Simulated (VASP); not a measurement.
Ag:

```
CELL_PARAMETERS angstrom
2.88620 0.00000 0.00000
-1.44310 2.49952 0.00000
0.00000 0.00000 10.00000
ATOMIC_POSITIONS crystal
Ag 0.00000 0.00000 0.50000
Ag 0.00000 0.00000 0.00000
Ag 0.66667 0.33333 0.75000
Ag 0.33333 0.66667 0.25000
```

This isn't the form of Ag at room conditions, which is fcc.

Base run:

- Program: VASP 6.6.1
- Functional: LDA
- Potentials or basis: VASP PAW LDA potentials, release 64 (Ag)
- Cutoff: 520 eV
- k mesh: 11 × 11 × 3
- Occupations: fermi-dirac, width 0.05 eV
- Spin: no spin polarisation

Its results: band gap on the k mesh zero (bands 22 and 23 overlap by 5.85 eV); pressure -11.2 GPa.

**Question.** The run is repeated on the same cell with these changes: functional from LDA to r2SCAN; potentials or basis from VASP PAW LDA potentials, release 64 (Ag) to VASP PAW PBE potentials, release 64 (Ag). What comes out?

**Answer.** Band gap on the k mesh zero (bands 22 and 23 overlap by 6.36 eV); pressure -3.4 GPa.

Caveats: the cell stands under tension; the PAW data sets were made with another functional, which shifts forces and pressure a little (at least some runs).
